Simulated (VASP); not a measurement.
# TiIn4 (Im-3m) in VASP: further runs

TiIn4 is run at these levels: PBE; tasks: single point.

Everything below comes from runs of VASP 6.6.1. Logs are shortened: lines on timing, memory, paths and dates and some standing lists are left out, and cuts for length are marked.

### Step 1. The cell of the first run

Symmetry: Im-3m, No. 229, cubic system. The conventional cell has a = 6.051 Å, b = 6.051 Å, c = 6.051 Å, α = 90.00°, β = 90.00°, γ = 90.00°. Within 3.5 Å of Ti (site symmetry m-3m) lie 8 In at 2.62 Å. In (site symmetry -3m) has 2 Ti at 2.62 Å and 6 In at 3.03 Å within 3.5 Å.

The cell was generated, and may not be a known phase.

### Step 2. Single point, PBE

Contents of INCAR:

```
PREC = Accurate
ENCUT = 520
EDIFF = 1E-6
ISMEAR = 0
SIGMA = 0.1
LREAL = False
LASPH = True
NELM = 100
ALGO = Normal
ISIF = 2
LWAVE = False
LCHARG = True
GGA = PE
LELF = True
LVHAR = True
NBANDS = 40
```

Contents of KPOINTS:

```
Automatic mesh
0
Gamma
  4 4 4
```

Contents of POSCAR:

```
TiIn4
1.0
   -3.0256023000      3.0256023000      3.0256023000
    3.0256023000     -3.0256023000      3.0256023000
    3.0256023000      3.0256023000     -3.0256023000
Ti In
1 4
Direct
    0.0000000000      0.0000000000      0.0000000000
    0.5000000000      0.5000000000      0.5000000000
    0.5000000000      0.0000000000      0.0000000000
    0.0000000000      0.0000000000      0.5000000000
    0.0000000000      0.5000000000      0.0000000000
```

Potentials or basis: VASP PAW PBE potentials, release 64 (Ti_sv, In_d).

Command:

```console
$ cat potpaw_PBE.64/Ti_sv/POTCAR potpaw_PBE.64/In_d/POTCAR > POTCAR
$ mpirun -np 1 vasp_std > vasp.out
```

OUTCAR:

```text
PREC = Accurate
   ENCUT = 520
   EDIFF = 1E-6
   ISMEAR = 0
   LREAL = False
   LASPH = True
   NELM = 100
   ISIF = 2
   GGA = PE

 ion  position               nearest neighbor table
   1  0.000  0.000  0.000-   2 2.62   3 2.62   4 2.62   5 2.62   4 2.62   5 2.62   3 2.62   2 2.62

   2  0.500  0.500  0.500-   1 2.62   1 2.62   4 3.03   5 3.03   3 3.03   5 3.03   4 3.03   3 3.03

   3  0.500  0.000  0.000-   1 2.62   1 2.62   4 3.03   5 3.03   2 3.03   2 3.03   4 3.03   5 3.03

   4  0.000  0.000  0.500-   1 2.62   1 2.62   3 3.03   5 3.03   2 3.03   5 3.03   3 3.03   2 3.03

   5  0.000  0.500  0.000-   1 2.62   1 2.62   3 3.03   4 3.03   2 3.03   4 3.03   2 3.03   3 3.03

  LATTYP: Found a body centered cubic cell.
 ALAT       =     6.0512046000

  Lattice vectors:

 A1 = (  -3.0256023000,   3.0256023000,   3.0256023000)
 A2 = (   3.0256023000,  -3.0256023000,   3.0256023000)
 A3 = (   3.0256023000,   3.0256023000,  -3.0256023000)

Analysis of symmetry for initial positions (statically):
=====================================================================
 Subroutine PRICEL returns:
 Original cell was already a primitive cell.

 Routine SETGRP: Setting up the symmetry group for a
 body centered cubic supercell.

 Subroutine GETGRP returns: Found 48 space group operations
 (whereof 48 operations were pure point group operations)
 out of a pool of 48 trial point group operations.

The static configuration has the point symmetry O_h .

Analysis of symmetry for dynamics (positions and initial velocities):
=====================================================================
 Subroutine PRICEL returns:
 Original cell was already a primitive cell.

 Routine SETGRP: Setting up the symmetry group for a
 body centered cubic supercell.

 Subroutine GETGRP returns: Found 48 space group operations
 (whereof 48 operations were pure point group operations)
 out of a pool of 48 trial point group operations.

The dynamic configuration has the point symmetry O_h .

 Subroutine INISYM returns: Found 48 space group operations
 (whereof 48 operations are pure point group operations),
 and found     1 'primitive' translations

----------------------------------------------------------------------------------------

                                     Primitive cell

  volume of cell :     110.7887

  direct lattice vectors                    reciprocal lattice vectors
    -3.025602300  3.025602300  3.025602300     0.000000000  0.165256352  0.165256352
     3.025602300 -3.025602300  3.025602300     0.165256352  0.000000000  0.165256352
     3.025602300  3.025602300 -3.025602300     0.165256352  0.165256352  0.000000000

  length of vectors
     5.240496907  5.240496907  5.240496907     0.233707775  0.233707775  0.233707775

  position of ions in fractional coordinates (direct lattice)
     0.000000000  0.000000000  0.000000000
     0.500000000  0.500000000  0.500000000
     0.500000000  0.000000000  0.000000000
     0.000000000  0.000000000  0.500000000
     0.000000000  0.500000000  0.000000000

  ion indices of the primitive-cell ions
   primitive index   ion index
                 1           1
                 2           2
                 3           3
                 4           4
                 5           5

----------------------------------------------------------------------------------------

 KPOINTS: Automatic mesh

Automatic generation of k-mesh.
 Grid dimensions read from file:
 generate k-points for:    4    4    4

 Generating k-lattice:

  Cartesian coordinates                     Fractional coordinates (reciprocal lattice)
     0.000000000  0.041314088  0.041314088     0.250000000  0.000000000  0.000000000
     0.041314088  0.000000000  0.041314088     0.000000000  0.250000000  0.000000000
     0.041314088  0.041314088  0.000000000     0.000000000  0.000000000  0.250000000

  Length of vectors
     0.058426944  0.058426944  0.058426944

  Shift w.r.t. Gamma in fractional coordinates (k-lattice)
     0.000000000  0.000000000  0.000000000

 Subroutine IBZKPT returns following result:
 ===========================================

 Found      8 irreducible k-points:

 Following reciprocal coordinates:
            Coordinates               Weight
  0.000000  0.000000  0.000000      1.000000
  0.250000  0.000000  0.000000     12.000000
  0.500000  0.000000  0.000000      6.000000
  0.250000  0.250000  0.000000     24.000000
  0.250000  0.250000  0.250000      2.000000
 -0.250000  0.250000  0.250000      6.000000
  0.500000  0.500000  0.250000     12.000000
  0.500000  0.500000  0.500000      1.000000
   k-points           NKPTS =      8   k-points in BZ     NKDIM =      8   number of bands    NBANDS=     40
   number of dos      NEDOS =    301   number of ions     NIONS =      5
   total plane-waves  NPLWV =  64000
   dimension x,y,z NGX =    40 NGY =   40 NGZ =   40
   dimension x,y,z NGXF=    80 NGYF=   80 NGZF=   80
   ions per type =               1   4
   NGX,Y,Z   is equivalent  to a cutoff of  12.69, 12.69, 12.69 a.u.
   NGXF,Y,Z  is equivalent  to a cutoff of  25.38, 25.38, 25.38 a.u.
 SYSTEM =  unknown system
   PREC   = accura    normal or accurate (medium, high low for compatibility)
   ISTART =      0    job   : 0-new  1-cont  2-samecut
   ICHARG =      2    charge: 1-file 2-atom 10-const
   ISPIN  =      1    spin polarized calculation?
   LNONCOLLINEAR =      F non collinear calculations
   LSORBIT =      F    spin-orbit coupling
   LASPH  =      T    aspherical Exc in radial PAW
   ENCUT  =  520.0 eV  38.22 Ry    6.18 a.u.   9.74  9.74  9.74*2*pi/ulx,y,z
   NELM   =    100;   NELMIN=  2; NELMDL= -5     # of ELM steps
   EDIFF  = 0.1E-05   stopping-criterion for ELM
   LREAL  =      F    real-space projection
   EDIFFG = 0.1E-04   stopping-criterion for IOM
   NSW    =      0    number of steps for IOM
   IBRION =     -1    ionic relax: 0-MD 1-quasi-New 2-CG
   NFREE  =      0    steps in history (QN), initial steepest desc. (CG)
   ISIF   =      2    stress and relaxation
   ISYM   =      2    0-nonsym 1-usesym 2-fastsym
   POTIM  = 0.5000    time-step for ionic-motion
   TEBEG  =    0.0;   TEEND  =   0.0 temperature during run
   PSTRESS=    0.0 pullay stress
   NELECT =      64.0000    total number of electrons
   NUPDOWN=      -1.0000    fix difference up-down
   EMIN   =  10.00;   EMAX   =-10.00  energy-range for DOS
   EFERMI =   0.00;   METHOD = LEGACY
   ISMEAR =     0;   SIGMA  =   0.10  broadening in eV -4-tet -1-fermi 0-gaus
   EFERMI_NEDOS =   21; number of points for ismear=-14 and -15
   IALGO  =     38    algorithm
   IMIX   =      4    mixing-type and parameters
     AMIX     =   0.40;   BMIX     =  1.00
     AMIX_MAG =   1.60;   BMIX_MAG =  1.00
  volume/ion in A,a.u.               =      22.16       149.53
  Fermi-wavevector in a.u.,A,eV,Ry     =   1.363441  2.576530 25.292837  1.858971
  Thomas-Fermi vector in A             =   2.489844
   LORBIT       =      0    0 simple, 1 ext, 2 COOP (PROOUT), +10 PAW based schemes
   GGA     = PE    functional components
   LHFCALC =     F    Hartree Fock is set to
   AEXX    =    0.0000 exact exchange contribution
   IVDW    =     0    specifies the selected vdW correction
   LEPSILON=     F    determine dielectric tensor
   LRPA    =     F    only Hartree local field effects (RPA)
 non-spin polarized calculation
 Gauss-broadening in eV      SIGMA  =   0.10
  energy-cutoff  :      520.00
  volume of cell :      110.79
 maximum number of plane-waves:      3043
 NGX is ok and might be reduce to    40
   NGX = 19   NGY = 19   NGZ = 19

 number of electron      64.0000034 magnetization

 Free energy of the ion-electron system (eV)
  ---------------------------------------------------
  ext. energy  EPLUGINS =         0.00000000
  ---------------------------------------------------
  free energy    TOTEN  =       -16.55685449 eV

  energy without entropy =      -16.52958957  energy(sigma->0) =      -16.54322203

 E-fermi :   7.9353     XC(G=0): -10.7186

 val. band max:        7.9203835120   @ k =   0.2500   0.0000   0.0000
 cond. band min:       7.9971029557   @ k =   0.5000   0.0000   0.0000
 fundamental gap:      0.0767194438
 Fermi energy:         7.9352565041

 k-point     1 :       0.0000    0.0000    0.0000
  band No.  band energies     occupation
      1     -47.9298      2.00000
      2     -24.2963      2.00000
      3     -24.2963      2.00000
      4     -24.2963      2.00000
      5      -6.5084      2.00000
      6      -6.5084      2.00000
[... 32 lines left out ...]
     39      11.9669      0.00000
     40      12.9524      0.00000

 k-point     2 :       0.2500    0.0000    0.0000
  band No.  band energies     occupation
      1     -47.9294      2.00000
      2     -24.3035      2.00000
      3     -24.3000      2.00000
      4     -24.2966      2.00000
      5      -6.4535      2.00000
      6      -6.3755      2.00000
[... 32 lines left out ...]
     39      12.4989      0.00000
     40      13.2517      0.00000

 k-point     3 :       0.5000    0.0000    0.0000
  band No.  band energies     occupation
      1     -47.9291      2.00000
      2     -24.3108      2.00000
      3     -24.3038      2.00000
      4     -24.2969      2.00000
      5      -6.3477      2.00000
      6      -6.3295      2.00000
[... 32 lines left out ...]
     39      13.2273      0.00000
     40      13.5891      0.00000

 k-point     4 :       0.2500    0.2500    0.0000
  band No.  band energies     occupation
      1     -47.9291      2.00000
      2     -24.3088      2.00000
      3     -24.3038      2.00000
      4     -24.2989      2.00000
      5      -6.3460      2.00000
      6      -6.2154      2.00000
[... 32 lines left out ...]
     39      13.2537      0.00000
     40      13.4198      0.00000

 k-point     5 :       0.2500    0.2500    0.2500
  band No.  band energies     occupation
      1     -47.9291      2.00000
      2     -24.3038      2.00000
      3     -24.3038      2.00000
      4     -24.3038      2.00000
      5      -6.0627      2.00000
      6      -6.0306      2.00000
[... 32 lines left out ...]
     39      12.0941      0.00000
     40      13.0826      0.00000

 k-point     6 :      -0.2500    0.2500    0.2500
  band No.  band energies     occupation
      1     -47.9291      2.00000
      2     -24.3039      2.00000
      3     -24.3038      2.00000
      4     -24.3038      2.00000
      5      -6.4736      2.00000
      6      -6.2856      2.00000
[... 32 lines left out ...]
     39      13.5701      0.00000
     40      14.0373      0.00000

 k-point     7 :       0.5000    0.5000    0.2500
  band No.  band energies     occupation
      1     -47.9287      2.00000
      2     -24.3111      2.00000
      3     -24.3076      2.00000
      4     -24.3041      2.00000
      5      -6.3958      2.00000
      6      -6.3905      2.00000
[... 32 lines left out ...]
     39      13.2517      0.00000
     40      15.1681      0.00000

 k-point     8 :       0.5000    0.5000    0.5000
  band No.  band energies     occupation
      1     -47.9284      2.00000
      2     -24.3114      2.00000
      3     -24.3114      2.00000
      4     -24.3114      2.00000
      5      -6.4394      2.00000
      6      -6.4394      2.00000
[... 32 lines left out ...]
     39      12.7704      0.00000
     40      15.3471      0.00000

------------------------ aborting loop because EDIFF is reached ----------------------------------------

  FORCE on cell =-STRESS in cart. coord.  units (eV):
  Direction    XX          YY          ZZ          XY          YZ          ZX
  --------------------------------------------------------------------------------------
  -------------------------------------------------------------------------------------
  Total       12.6854573     12.6854573     12.6854573      0.0000000      0.0000000     -0.0000000
  in kB      183.4514689    183.4514689    183.4514689      0.0000000      0.0000000     -0.0000000
  external PRESSURE =     183.4514689 kB  Pullay stress =       0.0000000 kB

 VOLUME and BASIS-vectors are now :
 -----------------------------------------------------------------------------
  energy-cutoff  :      520.00
  volume of cell :      110.79
      direct lattice vectors                 reciprocal lattice vectors
    -3.025602300  3.025602300  3.025602300     0.000000000  0.165256352  0.165256352
     3.025602300 -3.025602300  3.025602300     0.165256352  0.000000000  0.165256352
     3.025602300  3.025602300 -3.025602300     0.165256352  0.165256352  0.000000000

 POSITION                                       TOTAL-FORCE (eV/Angst)
 -----------------------------------------------------------------------------------
      0.00000      0.00000      0.00000         0.000000      0.000000     -0.000000
      1.51280      1.51280      1.51280         0.000000      0.000000      0.000000
     -1.51280      1.51280      1.51280        -0.000000     -0.000000     -0.000000
      1.51280      1.51280     -1.51280         0.000000     -0.000000     -0.000000
      1.51280     -1.51280      1.51280        -0.000000      0.000000      0.000000
 -----------------------------------------------------------------------------------
    total drift:                                0.000000     -0.000000      0.000000

  FREE ENERGIE OF THE ION-ELECTRON SYSTEM (eV)
  ---------------------------------------------------
  free  energy   TOTEN  =       -16.5568544924 eV

  energy  without entropy=      -16.5295895668  energy(sigma->0) =      -16.54322203
```

It took 33 s on 1 thread of AMD EPYC 9R45 (Zen 5), shared host; peak memory 0.21 GiB.

What came out:

| Property | Result |
| --- | --- |
| Free energy | -16.5569 eV |
| Pressure | 18.3 GPa |
| Band gap on the k mesh | zero (bands 32 and 33 overlap by 1.12 eV) |

Levels at points of the mesh, in eV from the Fermi level:
| k point | band 29 | band 30 | band 31 | band 32 | band 33 | band 34 | band 35 | band 36 |
| --- | --- | --- | --- | --- | --- | --- | --- | --- |
| (0.00, 0.00, 0.00) | -0.73 | -0.73 | -0.73 | -0.27 | -0.27 | -0.27 | 1.19 | 1.19 |
| (0.50, 0.00, 0.00) | -1.95 | -1.16 | 0.06 | 0.29 | 0.32 | 2.10 | 2.75 | 3.03 |
| (0.50, 0.50, 0.50) | -3.53 | -3.53 | -0.61 | -0.61 | -0.61 | 2.41 | 2.41 | 3.27 |

Caveat: the k points lie up to 0.37 Å⁻¹ apart, too coarse for converged energies and pressures of a metal; spin-orbit coupling is left out, which moves the levels of the heavy elements.

### Step 3. Single point, PBE

This run uses another cell than the first one, of 27.89 Å³/atom.

Contents of INCAR:

```
SYSTEM = TiIn4
  PREC = Accurate
  ENCUT = 520
  EDIFF = 1E-6
  ISMEAR = 0
  SIGMA = 0.1
  LREAL = .FALSE.
  LASPH = .TRUE.
  NELM = 100
  ALGO = Normal
  ISIF = 2
  LWAVE = .FALSE.
  LCHARG = .FALSE.
  GGA = PE
  NBANDS = 40
```

Contents of KPOINTS:

```
Automatic mesh
0
G
  4 4 4
  0 0 0
```

POSCAR, as its differences from that of step 2:

```diff
@@ -2,5 +2,5 @@
 1.0
-   -3.0256023000      3.0256023000      3.0256023000
-    3.0256023000     -3.0256023000      3.0256023000
-    3.0256023000      3.0256023000     -3.0256023000
+   -3.2669045925      3.2669045925      3.2669045925
+    3.2669045925     -3.2669045925      3.2669045925
+    3.2669045925      3.2669045925     -3.2669045925
 Ti In
```

Potentials or basis: VASP PAW PBE potentials, release 64 (Ti_sv, In_d).

Command:

```console
$ cat potpaw_PBE.64/Ti_sv/POTCAR potpaw_PBE.64/In_d/POTCAR > POTCAR
$ mpirun -np 1 vasp_std > vasp.out
```

OUTCAR:

```text
SYSTEM = TiIn4
   PREC = Accurate
   ENCUT = 520
   EDIFF = 1E-6
   ISMEAR = 0
   LREAL = .FALSE.
   LASPH = .TRUE.
   NELM = 100
   ISIF = 2
   GGA = PE

 ion  position               nearest neighbor table
   1  0.000  0.000  0.000-   2 2.83   3 2.83   4 2.83   5 2.83   4 2.83   5 2.83   3 2.83   2 2.83

   2  0.500  0.500  0.500-   1 2.83   1 2.83   4 3.27   5 3.27   3 3.27   5 3.27   4 3.27   3 3.27

   3  0.500  0.000  0.000-   1 2.83   1 2.83   4 3.27   5 3.27   2 3.27   2 3.27   4 3.27   5 3.27
[... 532 lines left out ...]
  --------------------------------------------------------------------------------------
  -------------------------------------------------------------------------------------
  Total       -0.0971904     -0.0971904     -0.0971904     -0.0000000     -0.0000000      0.0000000
  in kB       -1.1165154     -1.1165154     -1.1165154     -0.0000000     -0.0000000      0.0000000
  external PRESSURE =      -1.1165154 kB  Pullay stress =       0.0000000 kB

 VOLUME and BASIS-vectors are now :
 -----------------------------------------------------------------------------
  energy-cutoff  :      520.00
  volume of cell :      139.47
      direct lattice vectors                 reciprocal lattice vectors
    -3.266904592  3.266904592  3.266904592     0.000000000  0.153050077  0.153050077
     3.266904592 -3.266904592  3.266904592     0.153050077  0.000000000  0.153050077
     3.266904592  3.266904592 -3.266904592     0.153050077  0.153050077  0.000000000

 POSITION                                       TOTAL-FORCE (eV/Angst)
 -----------------------------------------------------------------------------------
      0.00000      0.00000      0.00000         0.000000     -0.000000     -0.000000
      1.63345      1.63345      1.63345         0.000000     -0.000000     -0.000000
     -1.63345      1.63345      1.63345        -0.000000     -0.000000      0.000000
      1.63345      1.63345     -1.63345         0.000000      0.000000     -0.000000
      1.63345     -1.63345      1.63345        -0.000000     -0.000000     -0.000000
 -----------------------------------------------------------------------------------
    total drift:                               -0.000000     -0.000000      0.000000

  FREE ENERGIE OF THE ION-ELECTRON SYSTEM (eV)
  ---------------------------------------------------
  free  energy   TOTEN  =       -17.8690000440 eV

  energy  without entropy=      -17.8396375355  energy(sigma->0) =      -17.85431879
```

OSZICAR:

```text
N       E                     dE             d eps       ncg     rms          rms(c)
DAV:   1     0.675696513667E+03    0.67570E+03   -0.30886E+04   640   0.210E+03
DAV:   2     0.576244313727E+02   -0.61807E+03   -0.60411E+03   640   0.538E+02
DAV:   3    -0.143862605856E+02   -0.72011E+02   -0.69753E+02   824   0.203E+02
DAV:   4    -0.188559583838E+02   -0.44697E+01   -0.44272E+01   944   0.481E+01
DAV:   5    -0.189986677432E+02   -0.14271E+00   -0.14268E+00   944   0.800E+00    0.983E+00
DAV:   6    -0.189795724481E+02    0.19095E-01   -0.69876E+00   736   0.160E+01    0.792E+00
DAV:   7    -0.180011929783E+02    0.97838E+00   -0.33609E+00   776   0.110E+01    0.383E+00
DAV:   8    -0.178660914553E+02    0.13510E+00   -0.55920E-01   696   0.591E+00    0.882E-01
DAV:   9    -0.178676100261E+02   -0.15186E-02   -0.89841E-02   872   0.234E+00    0.661E-01
DAV:  10    -0.178685313779E+02   -0.92135E-03   -0.83643E-03   872   0.746E-01    0.498E-01
DAV:  11    -0.178690881004E+02   -0.55672E-03   -0.98215E-04   848   0.219E-01    0.758E-02
DAV:  12    -0.178690010130E+02    0.87087E-04   -0.36760E-04   768   0.194E-01    0.466E-02
DAV:  13    -0.178689988523E+02    0.21607E-05   -0.52305E-05   792   0.743E-02    0.129E-02
DAV:  14    -0.178690000775E+02   -0.12253E-05   -0.65503E-06   736   0.181E-02    0.340E-03
DAV:  15    -0.178690000440E+02    0.33474E-07   -0.74308E-07   464   0.614E-03
   1 F= -.17869000E+02 E0= -.17854319E+02  d E =-.293625E-01
```

Wall time 33 s (1 thread of AMD EPYC 9R45 (Zen 5), shared host); peak memory 0.23 GiB.

What came out:

```yaml
Free_energy: -17.8690 eV
Pressure: -0.1 GPa
Band_gap_on_the_k_mesh: zero (bands 32 and 33 overlap by 0.96 eV)
```

Caveat: spin-orbit coupling is left out, which moves the levels of the heavy elements.

The gap in the log of VASP goes by the Fermi energy; the results here count the filled bands.